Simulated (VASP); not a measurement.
## TiN: relaxation of cell and atoms with LDA

TiN:

```
CELL_PARAMETERS angstrom
0.00000 2.08596 2.08596
2.08596 0.00000 2.08596
2.08596 2.08596 0.00000
ATOMIC_POSITIONS crystal
Ti 0.00000 0.00000 0.00000
N 0.50000 0.50000 0.50000
```

```json
{
 "Program": "VASP 6.6.1",
 "Task": "relaxation of cell and atoms",
 "Functional": "LDA",
 "Potentials or basis": "VASP PAW LDA potentials, release 64 (Ti_sv, N)",
 "Cutoff": "600 eV",
 "k mesh": "16 × 16 × 16",
 "Occupations": "fermi-dirac, width 0.15 eV",
 "Spin": "no spin polarisation",
 "Dipole correction": "no",
 "Further INCAR settings": "ALGO = Normal; EDIFF = 1e-06; IBRION = 2; EDIFFG = -0.001; NSW = 80; ISIF = 3"
}
```

The relaxed volume is 9.11 Å³/atom and the relaxed cell is a = 2.954 Å, b = 2.954 Å, c = 2.954 Å, α = 60.00°, β = 60.00°, γ = 60.00°. The space group after relaxing (to 0.1 Å) is Fm-3m (No. 225), the energy gained by relaxing is 0.1 meV/atom and the ionic steps are 4. The pressure after relaxing is 0.0 GPa and the band gap on the k mesh is zero (an odd number of electrons rules out a gap without spin polarisation).

The path:
| step | energy change (eV) | largest force (eV/Å) | pressure (GPa) | volume (Å³) |
| --- | --- | --- | --- | --- |
| 1 | 0.0000 | 0.0000 | 1.23 | 18.15 |
| 2 | 0.0004 | 0.0000 | -1.83 | 18.34 |
| 3 | -0.0003 | 0.0000 | -0.03 | 18.22 |
| 4 | -0.0003 | 0.0000 | 0.00 | 18.22 |

Final structure:
```yaml
crystal:
  lattice:
    - [0.00000, 2.08862, 2.08862]
    - [2.08862, 0.00000, 2.08862]
    - [2.08862, 2.08862, 0.00000]
  atoms:
    - { symbol: Ti, position: [0.00000, 0.00000, 0.00000] }
    - { symbol: N, position: [0.50000, 0.50000, 0.50000] }
```

Levels at points of the mesh, in eV from the Fermi level:
```csv
k point,band 5,band 6,band 7,band 8,band 9,band 10,band 11,band 12
"(0.00, 0.00, 0.00)",-17.09,-2.03,-2.03,-2.03,-0.66,-0.66,-0.66,0.62
"(0.50, 0.00, 0.00)",-14.35,-8.32,-5.70,-5.70,1.84,1.84,2.57,6.15
"(0.50, 0.50, 0.00)",-15.65,-5.84,-3.28,-3.22,-3.22,1.77,2.60,2.60
```

It took 2.2 min on 1 thread of Intel Xeon 8259CL, with other jobs on the host, peak memory 0.17 GiB.
